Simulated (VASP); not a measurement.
# Mg3GaB3 (Pm-3m) in VASP: single point with PBE

Aim: the single point of Mg3GaB3 with PBE.

All numbers are computed with VASP 6.6.1; they aren't measurements. Logs are shortened: lines on timing, memory, paths and dates and some standing lists are left out, and cuts for length are marked.

## 1. The cell of the first run

Symmetry: Pm-3m, No. 221, cubic system. The conventional cell has a = 4.640 Å, b = 4.640 Å, c = 4.640 Å, α = 90.00°, β = 90.00°, γ = 90.00°. Within 3.1 Å of Mg (site symmetry 4/mmm) lie 2 Ga at 2.32 Å and 4 B at 2.32 Å. Ga (site symmetry m-3m) has 6 Mg at 2.32 Å within 3.1 Å. B (site symmetry 4/mmm) has 4 Mg at 2.32 Å within 3.1 Å.

## 2. Single point, PBE

File INCAR:

```
SYSTEM = Mg3GaB3
ALGO = Normal ; EDIFF = 1E-6
ENCUT = 520 ; GGA = PE
ISIF = 2 ; ISMEAR = 0
LASPH = .True. ; LCHARG = .False.
LREAL = .False. ; LWAVE = .False.
NBANDS = 23 ; NELM = 80
PREC = Accurate ; SIGMA = 0.1
```

File KPOINTS:

```
k-points
0
Gamma
  4 4 4
  0 0 0
```

File POSCAR:

```
Mg3GaB3
1.0
    4.6402293900      0.0000000000      0.0000000000
    0.0000000000      4.6402293900      0.0000000000
    0.0000000000      0.0000000000      4.6402293900
Mg Ga B
3 1 3
Direct
    0.0000000000      0.5000000000      0.5000000000
    0.5000000000      0.0000000000      0.5000000000
    0.5000000000      0.5000000000      0.0000000000
    0.5000000000      0.5000000000      0.5000000000
    0.0000000000      0.0000000000      0.5000000000
    0.5000000000      0.0000000000      0.0000000000
    0.0000000000      0.5000000000      0.0000000000
```

Potentials or basis: VASP PAW PBE potentials, release 64 (Mg, Ga_d, B).

Started as:

```console
$ cat potpaw_PBE.64/Mg/POTCAR potpaw_PBE.64/Ga_d/POTCAR potpaw_PBE.64/B/POTCAR > POTCAR
$ mpirun -np 1 vasp_std > vasp.out
```

OUTCAR:

```text
SYSTEM = Mg3GaB3
   EDIFF = 1E-6
   ENCUT = 520
   GGA = PE
   ISIF = 2
   ISMEAR = 0
   LASPH = .True.
   LREAL = .False.
   NELM = 80
   PREC = Accurate

 ion  position               nearest neighbor table
   1  0.000  0.500  0.500-   4 2.32   5 2.32   7 2.32   7 2.32   5 2.32   4 2.32   3 3.28   2 3.28
                             2 3.28   2 3.28   3 3.28   3 3.28   3 3.28   2 3.28
   2  0.500  0.000  0.500-   4 2.32   5 2.32   6 2.32   6 2.32   4 2.32   5 2.32   3 3.28   1 3.28
                             3 3.28   1 3.28   3 3.28   1 3.28   3 3.28   1 3.28
   3  0.500  0.500  0.000-   4 2.32   6 2.32   7 2.32   4 2.32   6 2.32   7 2.32   2 3.28   2 3.28
                             2 3.28   1 3.28   2 3.28   1 3.28   1 3.28   1 3.28
   4  0.500  0.500  0.500-   1 2.32   2 2.32   3 2.32   3 2.32   2 2.32   1 2.32
   5  0.000  0.000  0.500-   1 2.32   2 2.32   1 2.32   2 2.32
   6  0.500  0.000  0.000-   2 2.32   3 2.32   2 2.32   3 2.32
   7  0.000  0.500  0.000-   1 2.32   3 2.32   1 2.32   3 2.32

  LATTYP: Found a simple cubic cell.
 ALAT       =     4.6402293900

  Lattice vectors:

 A1 = (   4.6402293900,   0.0000000000,   0.0000000000)
 A2 = (   0.0000000000,   4.6402293900,   0.0000000000)
 A3 = (   0.0000000000,   0.0000000000,   4.6402293900)

Analysis of symmetry for initial positions (statically):
=====================================================================
 Subroutine PRICEL returns:
 Original cell was already a primitive cell.

 Routine SETGRP: Setting up the symmetry group for a
 simple cubic supercell.

 Subroutine GETGRP returns: Found 48 space group operations
 (whereof 48 operations were pure point group operations)
 out of a pool of 48 trial point group operations.

The static configuration has the point symmetry O_h .

Analysis of symmetry for dynamics (positions and initial velocities):
=====================================================================
 Subroutine PRICEL returns:
 Original cell was already a primitive cell.

 Routine SETGRP: Setting up the symmetry group for a
 simple cubic supercell.

 Subroutine GETGRP returns: Found 48 space group operations
 (whereof 48 operations were pure point group operations)
 out of a pool of 48 trial point group operations.

The dynamic configuration has the point symmetry O_h .

 Subroutine INISYM returns: Found 48 space group operations
 (whereof 48 operations are pure point group operations),
 and found     1 'primitive' translations

----------------------------------------------------------------------------------------

                                     Primitive cell

  volume of cell :      99.9122

  direct lattice vectors                    reciprocal lattice vectors
     4.640229390  0.000000000  0.000000000     0.215506587  0.000000000  0.000000000
     0.000000000  4.640229390  0.000000000     0.000000000  0.215506587  0.000000000
     0.000000000  0.000000000  4.640229390     0.000000000  0.000000000  0.215506587

  length of vectors
     4.640229390  4.640229390  4.640229390     0.215506587  0.215506587  0.215506587

  position of ions in fractional coordinates (direct lattice)
     0.000000000  0.500000000  0.500000000
     0.500000000  0.000000000  0.500000000
     0.500000000  0.500000000  0.000000000
     0.500000000  0.500000000  0.500000000
     0.000000000  0.000000000  0.500000000
     0.500000000  0.000000000  0.000000000
     0.000000000  0.500000000  0.000000000

  ion indices of the primitive-cell ions
   primitive index   ion index
                 1           1
                 2           2
                 3           3
                 4           4
                 5           5
                 6           6
                 7           7

----------------------------------------------------------------------------------------

 KPOINTS: k-points

Automatic generation of k-mesh.
 Grid dimensions read from file:
 generate k-points for:    4    4    4

 Generating k-lattice:

  Cartesian coordinates                     Fractional coordinates (reciprocal lattice)
     0.053876647  0.000000000  0.000000000     0.250000000  0.000000000  0.000000000
     0.000000000  0.053876647  0.000000000     0.000000000  0.250000000  0.000000000
     0.000000000  0.000000000  0.053876647     0.000000000  0.000000000  0.250000000

  Length of vectors
     0.053876647  0.053876647  0.053876647

  Shift w.r.t. Gamma in fractional coordinates (k-lattice)
     0.000000000  0.000000000  0.000000000

 Subroutine IBZKPT returns following result:
 ===========================================

 Found     10 irreducible k-points:

 Following reciprocal coordinates:
            Coordinates               Weight
  0.000000  0.000000  0.000000      1.000000
  0.250000  0.000000  0.000000      6.000000
  0.500000  0.000000  0.000000      3.000000
  0.250000  0.250000  0.000000     12.000000
  0.500000  0.250000  0.000000     12.000000
  0.500000  0.500000  0.000000      3.000000
  0.250000  0.250000  0.250000      8.000000
  0.500000  0.250000  0.250000     12.000000
  0.500000  0.500000  0.250000      6.000000
  0.500000  0.500000  0.500000      1.000000
   k-points           NKPTS =     10   k-points in BZ     NKDIM =     10   number of bands    NBANDS=     23
   number of dos      NEDOS =    301   number of ions     NIONS =      7
   total plane-waves  NPLWV =  46656
   dimension x,y,z NGX =    36 NGY =   36 NGZ =   36
   dimension x,y,z NGXF=    72 NGYF=   72 NGZF=   72
   ions per type =               3   1   3
   NGX,Y,Z   is equivalent  to a cutoff of  12.90, 12.90, 12.90 a.u.
   NGXF,Y,Z  is equivalent  to a cutoff of  25.80, 25.80, 25.80 a.u.
 SYSTEM =  Mg3GaB3
   PREC   = accura    normal or accurate (medium, high low for compatibility)
   ISTART =      0    job   : 0-new  1-cont  2-samecut
   ICHARG =      2    charge: 1-file 2-atom 10-const
   ISPIN  =      1    spin polarized calculation?
   LNONCOLLINEAR =      F non collinear calculations
   LSORBIT =      F    spin-orbit coupling
   LASPH  =      T    aspherical Exc in radial PAW
   ENCUT  =  520.0 eV  38.22 Ry    6.18 a.u.   8.63  8.63  8.63*2*pi/ulx,y,z
   NELM   =     80;   NELMIN=  2; NELMDL= -5     # of ELM steps
   EDIFF  = 0.1E-05   stopping-criterion for ELM
   LREAL  =      F    real-space projection
   EDIFFG = 0.1E-04   stopping-criterion for IOM
   NSW    =      0    number of steps for IOM
   IBRION =     -1    ionic relax: 0-MD 1-quasi-New 2-CG
   NFREE  =      0    steps in history (QN), initial steepest desc. (CG)
   ISIF   =      2    stress and relaxation
   ISYM   =      2    0-nonsym 1-usesym 2-fastsym
   POTIM  = 0.5000    time-step for ionic-motion
   TEBEG  =    0.0;   TEEND  =   0.0 temperature during run
   PSTRESS=    0.0 pullay stress
   NELECT =      28.0000    total number of electrons
   NUPDOWN=      -1.0000    fix difference up-down
   EMIN   =  10.00;   EMAX   =-10.00  energy-range for DOS
   EFERMI =   0.00;   METHOD = LEGACY
   ISMEAR =     0;   SIGMA  =   0.10  broadening in eV -4-tet -1-fermi 0-gaus
   EFERMI_NEDOS =   21; number of points for ismear=-14 and -15
   IALGO  =     38    algorithm
   IMIX   =      4    mixing-type and parameters
     AMIX     =   0.40;   BMIX     =  1.00
     AMIX_MAG =   1.60;   BMIX_MAG =  1.00
  volume/ion in A,a.u.               =      14.27        96.32
  Fermi-wavevector in a.u.,A,eV,Ry     =   1.071325  2.024511 15.615924  1.147738
  Thomas-Fermi vector in A             =   2.207062
   LORBIT       =      0    0 simple, 1 ext, 2 COOP (PROOUT), +10 PAW based schemes
   GGA     = PE    functional components
   LHFCALC =     F    Hartree Fock is set to
   AEXX    =    0.0000 exact exchange contribution
   IVDW    =     0    specifies the selected vdW correction
   LEPSILON=     F    determine dielectric tensor
   LRPA    =     F    only Hartree local field effects (RPA)
 non-spin polarized calculation
 Gauss-broadening in eV      SIGMA  =   0.10
  energy-cutoff  :      520.00
  volume of cell :       99.91
 maximum number of plane-waves:      2730
 NGX is ok and might be reduce to    36
   NGX = 17   NGY = 17   NGZ = 17

 number of electron      27.9999996 magnetization

 Free energy of the ion-electron system (eV)
  ---------------------------------------------------
  ext. energy  EPLUGINS =         0.00000000
  ---------------------------------------------------
  free energy    TOTEN  =       -15.57048317 eV

  energy without entropy =      -15.55027000  energy(sigma->0) =      -15.56037659

 E-fermi :   3.8213     XC(G=0):  -9.9914

 val. band max:        3.6772821781   @ k =   0.5000   0.2500   0.0000
 cond. band min:       3.8271028026   @ k =   0.2500   0.2500   0.2500
 fundamental gap:      0.1498206245
 Fermi energy:         3.8212975379

 k-point     1 :       0.0000    0.0000    0.0000
  band No.  band energies     occupation
      1     -12.0215      2.00000
      2     -12.0215      2.00000
      3     -11.9070      2.00000
      4     -11.9070      2.00000
      5     -11.9070      2.00000
      6      -6.5196      2.00000
[... 15 lines left out ...]
     22       9.0758      0.00000
     23       9.0758      0.00000

 k-point     2 :       0.2500    0.0000    0.0000
  band No.  band energies     occupation
      1     -12.0211      2.00000
      2     -12.0127      2.00000
      3     -11.9075      2.00000
      4     -11.9075      2.00000
      5     -11.9069      2.00000
      6      -6.1516      2.00000
[... 15 lines left out ...]
     22       9.4099      0.00000
     23      10.4701      0.00000
[... 180 lines left out ...]
     22      12.5735      0.00000
     23      12.5809      0.00000

 k-point    10 :       0.5000    0.5000    0.5000
  band No.  band energies     occupation
      1     -11.9935      2.00000
      2     -11.9935      2.00000
      3     -11.9094      2.00000
      4     -11.9094      2.00000
      5     -11.9094      2.00000
      6      -3.6027      2.00000
[... 15 lines left out ...]
     22      12.1879      0.00000
     23      12.1879      0.00000

------------------------ aborting loop because EDIFF is reached ----------------------------------------

  FORCE on cell =-STRESS in cart. coord.  units (eV):
  Direction    XX          YY          ZZ          XY          YZ          ZX
  --------------------------------------------------------------------------------------
  -------------------------------------------------------------------------------------
  Total       13.3366720     13.3366720     13.3366720     -0.0000000      0.0000000     -0.0000000
  in kB      213.8649921    213.8649921    213.8649921     -0.0000000      0.0000000     -0.0000000
  external PRESSURE =     213.8649921 kB  Pullay stress =       0.0000000 kB

 VOLUME and BASIS-vectors are now :
 -----------------------------------------------------------------------------
  energy-cutoff  :      520.00
  volume of cell :       99.91
      direct lattice vectors                 reciprocal lattice vectors
     4.640229390  0.000000000  0.000000000     0.215506587  0.000000000  0.000000000
     0.000000000  4.640229390  0.000000000     0.000000000  0.215506587  0.000000000
     0.000000000  0.000000000  4.640229390     0.000000000  0.000000000  0.215506587

 POSITION                                       TOTAL-FORCE (eV/Angst)
 -----------------------------------------------------------------------------------
      0.00000      2.32011      2.32011         0.000000      0.000000      0.000000
      2.32011      0.00000      2.32011         0.000000      0.000000      0.000000
      2.32011      2.32011      0.00000         0.000000      0.000000      0.000000
      2.32011      2.32011      2.32011         0.000000      0.000000      0.000000
      0.00000      0.00000      2.32011         0.000000      0.000000      0.000000
      2.32011      0.00000      0.00000         0.000000      0.000000      0.000000
      0.00000      2.32011      0.00000         0.000000      0.000000      0.000000
 -----------------------------------------------------------------------------------
    total drift:                                0.000000      0.000000      0.000000

  FREE ENERGIE OF THE ION-ELECTRON SYSTEM (eV)
  ---------------------------------------------------
  free  energy   TOTEN  =       -15.5704831748 eV

  energy  without entropy=      -15.5502699957  energy(sigma->0) =      -15.56037659
```

Wall time 16 s (1 thread of Intel Xeon Platinum 8488C (Sapphire Rapids), shared host); peak memory 0.21 GiB.

What came out:

```
Free energy            : -15.5705 eV
Pressure               : 21.4 GPa
Band gap on the k mesh : zero (band 14 reaches 5.66 eV, above the bottom of band 15 at 2.80 eV)
```
